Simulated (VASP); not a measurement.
# CO2 (P4_2/mnm) in VASP: single point with LDA

Aim: the single point of CO2 with LDA.

Program: VASP 6.6.1. These are calculated values, not measurements. Logs are shortened: lines on timing, memory, paths and dates and some standing lists are left out, and cuts for length are marked.

**1. The cell of the first run**

The structure is tetragonal, space group P4_2/mnm (No. 136). Conventional cell: a = 4.227 Å, b = 4.227 Å, c = 4.688 Å, α = 90.00°, β = 90.00°, γ = 90.00°. Within 1.6 Å of C (site symmetry mmm) lie 2 O at 1.17 Å. Within 1.6 Å of C (site symmetry mmm) lie 2 O at 1.17 Å. Within 1.6 Å of O (site symmetry m2m) lie 1 C at 1.17 Å. O (site symmetry m2m) has 1 C at 1.17 Å within 1.6 Å.

**2. Single point, LDA**

Contents of INCAR:

```
SYSTEM = CO2
PREC = Accurate
ENCUT = 520
EDIFF = 1E-6
ISMEAR = 0
SIGMA = 0.1
LREAL = Auto
LASPH = .TRUE.
NELM = 60
ALGO = Normal
ISIF = 2
LWAVE = .FALSE.
LCHARG = .FALSE.
ISYM = 0
NBANDS = 63
```

Contents of KPOINTS:

```
Automatic mesh
0
Gamma
  2 2 2
  0.5 0.5 0.5
```

Contents of POSCAR:

```
CO2
1.0
    4.2272127900     -4.2272127900      0.0000000000
    0.0000000000      4.2272127900     -4.6877715900
    4.2272127900      4.2272127900      4.6877715900
C O
6 12
Direct
    1.0000000000      0.0000000000      0.5000000000
    0.6666666667      0.3333333333      0.8333333333
    0.3333333333      0.6666666667      0.1666666667
    0.0000000000      0.0000000000      0.0000000000
    0.6666666667      0.3333333333      0.3333333333
    0.3333333333      0.6666666667      0.6666666667
    0.8048268600      0.0000000000      0.5000000000
    0.4714935267      0.3333333333      0.8333333333
    0.1381601933      0.6666666667      0.1666666667
    0.1951731400      0.0000000000      0.5000000000
    0.8618398067      0.3333333333      0.8333333333
    0.5285064733      0.6666666667      0.1666666667
    0.0650577133      0.1301154267      0.1301154267
    0.7317243800      0.4634487600      0.4634487600
    0.3983910467      0.7967820933      0.7967820933
    0.2682756200      0.5365512400      0.5365512400
    0.9349422867      0.8698845733      0.8698845733
    0.6016089533      0.2032179067      0.2032179067
```

Potentials or basis: VASP PAW LDA potentials, release 64 (C, O).

The run is started by

```bash
$ cat potpaw_LDA.64/C/POTCAR potpaw_LDA.64/O/POTCAR > POTCAR
$ mpirun -np 1 vasp_std > vasp.out
```

OUTCAR:

```text
SYSTEM = CO2
   PREC = Accurate
   ENCUT = 520
   EDIFF = 1E-6
   ISMEAR = 0
   LREAL = Auto
   LASPH = .TRUE.
   NELM = 60
   ISIF = 2
   ISYM = 0

 ion  position               nearest neighbor table
   1  0.000  0.000  0.500-   7 1.17  10 1.17
   2  0.667  0.333  0.833-  11 1.17   8 1.17
   3  0.333  0.667  0.167-   9 1.17  12 1.17
   4  0.000  0.000  0.000-  13 1.17  17 1.17
   5  0.667  0.333  0.333-  18 1.17  14 1.17
   6  0.333  0.667  0.667-  15 1.17  16 1.17
   7  0.805  0.000  0.500-   1 1.17
   8  0.471  0.333  0.833-   2 1.17
   9  0.138  0.667  0.167-   3 1.17
  10  0.195  0.000  0.500-   1 1.17
  11  0.862  0.333  0.833-   2 1.17
  12  0.529  0.667  0.167-   3 1.17
  13  0.065  0.130  0.130-   4 1.17
  14  0.732  0.463  0.463-   5 1.17
  15  0.398  0.797  0.797-   6 1.17
  16  0.268  0.537  0.537-   6 1.17
  17  0.935  0.870  0.870-   4 1.17
  18  0.602  0.203  0.203-   5 1.17

IMPORTANT INFORMATION: All symmetrisations will be switched off!
NOSYMM: (Re-)initialisation of all symmetry stuff for point group C_1.

----------------------------------------------------------------------------------------

                                     Primitive cell

  volume of cell :     251.3020

  direct lattice vectors                    reciprocal lattice vectors
     4.227212790 -4.227212790  0.000000000     0.157708329 -0.078854165 -0.071106991
     0.000000000  4.227212790 -4.687771590     0.078854165  0.078854165 -0.142213982
     4.227212790  4.227212790  4.687771590     0.078854165  0.078854165  0.071106991

  length of vectors
     5.978181659  6.312252407  7.596963763     0.190121279  0.180722924  0.132257940

  position of ions in fractional coordinates (direct lattice)
     0.000000000  0.000000000  0.500000000
     0.666666667  0.333333333  0.833333333
     0.333333333  0.666666667  0.166666667
     0.000000000  0.000000000  0.000000000
     0.666666667  0.333333333  0.333333333
     0.333333333  0.666666667  0.666666667
[... 10 lines left out ...]
     0.934942287  0.869884573  0.869884573
     0.601608953  0.203217907  0.203217907

  ion indices of the primitive-cell ions
   primitive index   ion index
                 1           1
                 2           2
                 3           3
                 4           4
                 5           5
                 6           6
[... 10 lines left out ...]
                17          17
                18          18

----------------------------------------------------------------------------------------

 KPOINTS: Automatic mesh

Automatic generation of k-mesh.
 Grid dimensions read from file:
 generate k-points for:    2    2    2

 Generating k-lattice:

  Cartesian coordinates                     Fractional coordinates (reciprocal lattice)
     0.078854165 -0.039427082 -0.035553496     0.500000000  0.000000000  0.000000000
     0.039427082  0.039427082 -0.071106991     0.000000000  0.500000000  0.000000000
     0.039427082  0.039427082  0.035553496     0.000000000  0.000000000  0.500000000

  Length of vectors
     0.095060639  0.090361462  0.066128970

  Shift w.r.t. Gamma in fractional coordinates (k-lattice)
     0.500000000  0.500000000  0.500000000

 Subroutine IBZKPT returns following result:
 ===========================================

 Found      8 irreducible k-points:

 Following reciprocal coordinates:
            Coordinates               Weight
  0.250000  0.250000  0.250000      2.000000
  0.250000  0.500000 -0.250000      2.000000
 -0.250000  0.250000  0.250000      2.000000
 -0.250000  0.000000 -0.250000      2.000000
  0.250000 -0.250000  0.250000      2.000000
  0.250000 -0.000000 -0.250000      2.000000
 -0.250000 -0.250000  0.250000      2.000000
 -0.250000  0.500000 -0.250000      2.000000
   k-points           NKPTS =      8   k-points in BZ     NKDIM =      8   number of bands    NBANDS=     63
   number of dos      NEDOS =    301   number of ions     NIONS =     18
   total plane-waves  NPLWV = 138240
   dimension x,y,z NGX =    48 NGY =   48 NGZ =   60
   dimension x,y,z NGXF=    96 NGYF=   96 NGZF=  120
   ions per type =               6  12
   NGX,Y,Z   is equivalent  to a cutoff of  13.35, 12.64, 13.13 a.u.
   NGXF,Y,Z  is equivalent  to a cutoff of  26.70, 25.28, 26.26 a.u.
 SYSTEM =  CO2
   PREC   = accura    normal or accurate (medium, high low for compatibility)
   ISTART =      0    job   : 0-new  1-cont  2-samecut
   ICHARG =      2    charge: 1-file 2-atom 10-const
   ISPIN  =      1    spin polarized calculation?
   LNONCOLLINEAR =      F non collinear calculations
   LSORBIT =      F    spin-orbit coupling
   LASPH  =      T    aspherical Exc in radial PAW
   ENCUT  =  520.0 eV  38.22 Ry    6.18 a.u.  11.12 11.74 14.13*2*pi/ulx,y,z
   NELM   =     60;   NELMIN=  2; NELMDL= -5     # of ELM steps
   EDIFF  = 0.1E-05   stopping-criterion for ELM
   LREAL  =      T    real-space projection
   EDIFFG = 0.1E-04   stopping-criterion for IOM
   NSW    =      0    number of steps for IOM
   IBRION =     -1    ionic relax: 0-MD 1-quasi-New 2-CG
   NFREE  =      0    steps in history (QN), initial steepest desc. (CG)
   ISIF   =      2    stress and relaxation
   ISYM   =      0    0-nonsym 1-usesym 2-fastsym
   POTIM  = 0.5000    time-step for ionic-motion
   TEBEG  =    0.0;   TEEND  =   0.0 temperature during run
   PSTRESS=    0.0 pullay stress
   NELECT =      96.0000    total number of electrons
   NUPDOWN=      -1.0000    fix difference up-down
   EMIN   =  10.00;   EMAX   =-10.00  energy-range for DOS
   EFERMI =   0.00;   METHOD = LEGACY
   ISMEAR =     0;   SIGMA  =   0.10  broadening in eV -4-tet -1-fermi 0-gaus
   EFERMI_NEDOS =   21; number of points for ismear=-14 and -15
   IALGO  =     38    algorithm
   IMIX   =      4    mixing-type and parameters
     AMIX     =   0.40;   BMIX     =  1.00
     AMIX_MAG =   1.60;   BMIX_MAG =  1.00
  volume/ion in A,a.u.               =      13.96        94.21
  Fermi-wavevector in a.u.,A,eV,Ry     =   1.187864  2.244737 19.198094  1.411020
  Thomas-Fermi vector in A             =   2.324006
   LORBIT       =      0    0 simple, 1 ext, 2 COOP (PROOUT), +10 PAW based schemes
   GGA     = CA    functional components
   LHFCALC =     F    Hartree Fock is set to
   AEXX    =    0.0000 exact exchange contribution
   IVDW    =     0    specifies the selected vdW correction
   LEPSILON=     F    determine dielectric tensor
   LRPA    =     F    only Hartree local field effects (RPA)
 non-spin polarized calculation
 Gauss-broadening in eV      SIGMA  =   0.10
  energy-cutoff  :      520.00
  volume of cell :      251.30
 maximum number of plane-waves:      6768
 NGX is ok and might be reduce to    48
   NGX = 23   NGY = 23   NGZ = 29

 number of electron      96.0000000 magnetization

 Free energy of the ion-electron system (eV)
  ---------------------------------------------------
  ext. energy  EPLUGINS =         0.00000000
  ---------------------------------------------------
  free energy    TOTEN  =      -149.24235026 eV

  energy without entropy =     -149.24235026  energy(sigma->0) =     -149.24235026

 E-fermi :  -3.0192     XC(G=0):  -8.7827

 val. band max:       -3.4737337893   @ k =  -0.2500   0.2500   0.2500
 cond. band min:       3.5050397260   @ k =   0.2500  -0.2500   0.2500
 fundamental gap:      6.9787735153
 Fermi energy:        -3.0191980438

 k-point     1 :       0.2500    0.2500    0.2500
  band No.  band energies     occupation
      1     -23.8532      2.00000
      2     -23.7949      2.00000
      3     -23.7946      2.00000
      4     -23.7669      2.00000
      5     -23.7286      2.00000
      6     -23.7174      2.00000
[... 52 lines left out ...]
     59       4.7810      0.00000
     60       4.8471      0.00000

 k-point     2 :       0.2500    0.5000   -0.2500
  band No.  band energies     occupation
      1     -23.8532      2.00000
      2     -23.7949      2.00000
      3     -23.7946      2.00000
      4     -23.7669      2.00000
      5     -23.7286      2.00000
      6     -23.7174      2.00000
[... 52 lines left out ...]
     59       4.7810      0.00000
     60       4.8471      0.00000

 k-point     3 :      -0.2500    0.2500    0.2500
  band No.  band energies     occupation
      1     -23.9117      2.00000
      2     -23.8213      2.00000
      3     -23.7564      2.00000
      4     -23.7427      2.00000
      5     -23.7344      2.00000
      6     -23.6858      2.00000
[... 52 lines left out ...]
     59       4.8496      0.00000
     60       4.8608      0.00000

 k-point     4 :      -0.2500    0.0000   -0.2500
  band No.  band energies     occupation
      1     -23.9117      2.00000
      2     -23.8213      2.00000
      3     -23.7564      2.00000
      4     -23.7427      2.00000
      5     -23.7344      2.00000
      6     -23.6858      2.00000
[... 52 lines left out ...]
     59       4.8496      0.00000
     60       4.8608      0.00000

 k-point     5 :       0.2500   -0.2500    0.2500
  band No.  band energies     occupation
      1     -23.9195      2.00000
      2     -23.8023      2.00000
      3     -23.7516      2.00000
      4     -23.7512      2.00000
      5     -23.7381      2.00000
      6     -23.6899      2.00000
[... 52 lines left out ...]
     59       4.8720      0.00000
     60       4.8722      0.00000

 k-point     6 :       0.2500   -0.0000   -0.2500
  band No.  band energies     occupation
      1     -23.9195      2.00000
      2     -23.8023      2.00000
      3     -23.7516      2.00000
      4     -23.7512      2.00000
      5     -23.7381      2.00000
      6     -23.6899      2.00000
[... 52 lines left out ...]
     59       4.8720      0.00000
     60       4.8722      0.00000

 k-point     7 :      -0.2500   -0.2500    0.2500
  band No.  band energies     occupation
      1     -23.8700      2.00000
      2     -23.7850      2.00000
      3     -23.7580      2.00000
      4     -23.7577      2.00000
      5     -23.7477      2.00000
      6     -23.7374      2.00000
[... 52 lines left out ...]
     59       4.8389      0.00000
     60       4.8652      0.00000

 k-point     8 :      -0.2500    0.5000   -0.2500
  band No.  band energies     occupation
      1     -23.8700      2.00000
      2     -23.7850      2.00000
      3     -23.7580      2.00000
      4     -23.7577      2.00000
      5     -23.7477      2.00000
      6     -23.7374      2.00000
[... 52 lines left out ...]
     59       4.8389      0.00000
     60       4.8652      0.00000
 [bands above 60 left out]

------------------------ aborting loop because EDIFF is reached ----------------------------------------

  FORCE on cell =-STRESS in cart. coord.  units (eV):
  Direction    XX          YY          ZZ          XY          YZ          ZX
  --------------------------------------------------------------------------------------
  -------------------------------------------------------------------------------------
  Total       -0.7879530     -0.7879191     -2.7885273     -0.0169508      0.0224107      0.0224452
  in kB       -5.0235990     -5.0233829    -17.7782729     -0.1080698      0.1428794      0.1430996
  external PRESSURE =      -9.2750849 kB  Pullay stress =       0.0000000 kB

 VOLUME and BASIS-vectors are now :
 -----------------------------------------------------------------------------
  energy-cutoff  :      520.00
  volume of cell :      251.30
      direct lattice vectors                 reciprocal lattice vectors
     4.227212790 -4.227212790  0.000000000     0.157708329 -0.078854165 -0.071106991
     0.000000000  4.227212790 -4.687771590     0.078854165  0.078854165 -0.142213982
     4.227212790  4.227212790  4.687771590     0.078854165  0.078854165  0.071106991

 POSITION                                       TOTAL-FORCE (eV/Angst)
 -----------------------------------------------------------------------------------
      2.11361      2.11361      2.34389        -0.000027      0.000031      0.000002
      6.34082      2.11361      2.34389         0.000013     -0.000008      0.000002
      2.11361      2.11361     -2.34389        -0.000015      0.000015     -0.000003
      0.00000      0.00000      0.00000        -0.000009     -0.000004      0.000000
      4.22721     -0.00000      0.00000        -0.000009     -0.000007      0.000001
      4.22721      4.22721      0.00000         0.000042      0.000046     -0.000001
[... 10 lines left out ...]
      7.62939      3.40217      0.00000        -0.131929     -0.131924     -0.004475
      3.40217     -0.82504      0.00000        -0.131926     -0.131924     -0.004475
 -----------------------------------------------------------------------------------
    total drift:                                0.000003     -0.000072     -0.000001

  FREE ENERGIE OF THE ION-ELECTRON SYSTEM (eV)
  ---------------------------------------------------
  free  energy   TOTEN  =      -149.2423502567 eV

  energy  without entropy=     -149.2423502567  energy(sigma->0) =     -149.24235026
```

Wall time 4.3 min (1 thread of Intel Xeon 8259CL, shared host); peak memory 0.3 GiB.

Results:

```yaml
Free_energy: -149.2424 eV
Pressure: -0.9 GPa
Largest_force: 0.187 eV/Å
Band_gap_on_the_k_mesh: 6.98 eV
```

Forces in eV/Å, atoms in the order of the input:
```
C    0.000  0.000  0.000
C    0.000  0.000  0.000
C    0.000  0.000  0.000
C    0.000  0.000  0.000
C    0.000  0.000  0.000
C    0.000  0.000  0.000
O   -0.132  0.132  0.000
O   -0.132  0.132  0.000
O   -0.132  0.132  0.000
O    0.132 -0.132  0.000
O    0.132 -0.132  0.000
O    0.132 -0.132  0.000
O    0.132  0.132  0.004
O    0.132  0.132  0.004
O    0.132  0.132  0.004
O   -0.132 -0.132 -0.004
O   -0.132 -0.132 -0.004
O   -0.132 -0.132 -0.004
```

Levels at points of the mesh, in eV from the valence-band top:
| k point | band 44 | band 45 | band 46 | band 47 | band 48 | band 49 | band 50 | band 51 | band 52 | band 53 |
| --- | --- | --- | --- | --- | --- | --- | --- | --- | --- | --- |
| (0.25, 0.25, 0.25) | -0.35 | -0.35 | -0.24 | -0.10 | 0.00 | 7.77 | 7.90 | 7.91 | 7.93 | 7.93 |

Caveat: the k points lie up to 0.60 Å⁻¹ apart; a shifted mesh leaves out Γ, where band edges can lie. A k mesh can miss the band edges.
